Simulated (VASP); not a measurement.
## CuSn: relaxation of cell and atoms with LDA

CuSn:

```xyz
4
Lattice="4.2007 0.0000 0.0000 -2.1003 3.6379 0.0000 0.0000 0.0000 5.0663" Properties=species:S:1:pos:R:3 pbc="T T T"
Cu    0.0000    0.0000    0.0000
Cu    0.0000    0.0000    2.5332
Sn    0.0000    2.4253    1.2666
Sn    2.1003    1.2126    3.7997
```

* Program: VASP 6.6.1
* Task: relaxation of cell and atoms
* Functional: LDA
* Potentials or basis: VASP PAW LDA potentials, release 64 (Cu, Sn_d)
* Cutoff: 600 eV
* k mesh: 12 × 12 × 8
* Occupations: gaussian, width 0.1 eV
* Spin: no spin polarisation
* Dipole correction: no
* Further INCAR settings: ALGO = Fast; EDIFF = 1e-06; IBRION = 2; EDIFFG = -0.005; NSW = 70; ISIF = 3

* Relaxed volume: 17.74 Å³/atom
* Relaxed cell: a = 4.077 Å, b = 4.077 Å, c = 4.930 Å, α = 90.00°, β = 90.00°, γ = 120.00°
* Space group after relaxing (to 0.1 Å): P6_3/mmc (No. 194)
* Energy gained by relaxing: 37.9 meV/atom
* Ionic steps: 7
* Pressure after relaxing: 0.0 GPa
* Band gap on the k mesh: zero (bands 25 and 26 overlap by 4.85 eV)

Step by step:
| step | energy change (eV) | largest force (eV/Å) | pressure (GPa) | volume (Å³) |
| --- | --- | --- | --- | --- |
| 1 | 0.0000 | 0.0000 | -6.99 | 77.42 |
| 2 | -0.1179 | 0.0000 | 4.11 | 68.34 |
| 3 | -0.1513 | 0.0000 | -0.12 | 71.02 |
| 4 | -0.1513 | 0.0000 | 0.13 | 70.90 |
| 5 | -0.1514 | 0.0000 | -0.21 | 71.04 |
| 6 | -0.1514 | 0.0000 | -0.12 | 71.01 |
| 7 | -0.1515 | 0.0000 | 0.02 | 70.97 |

Final structure:
```
CELL_PARAMETERS angstrom
4.07727 0.00000 0.00000
-2.03864 3.53102 0.00000
0.00000 0.00000 4.92953
ATOMIC_POSITIONS crystal
Cu 0.00000 0.00000 0.00000
Cu 0.00000 0.00000 0.50000
Sn 0.33333 0.66667 0.25000
Sn 0.66667 0.33333 0.75000
```

Levels at points of the mesh, in eV from the Fermi level:
```csv
k point,band 21,band 22,band 23,band 24,band 25,band 26,band 27,band 28,band 29,band 30
"(0.00, 0.00, 0.00)",-3.04,-3.04,-1.44,1.08,1.08,2.32,2.32,3.51,4.11,6.04
"(0.50, 0.00, 0.00)",-3.06,-3.03,-2.27,-1.86,-1.76,-1.02,0.93,3.14,4.90,5.93
"(0.00, 0.00, 0.50)",-3.67,-3.67,2.01,2.01,2.28,2.28,2.28,2.28,4.84,4.84
"(0.50, 0.00, 0.50)",-3.54,-3.54,-3.26,-3.26,0.22,0.22,1.74,1.74,6.71,6.71
```

Wall time 15 min on 1 thread of AMD EPYC 9R45 96-Core Processor (Zen 5) (shared host), peak memory 0.34 GiB.

Caveat: spin-orbit coupling is left out, which moves the levels of the heavy elements. Zero-point motion and thermal expansion aren't in these numbers.
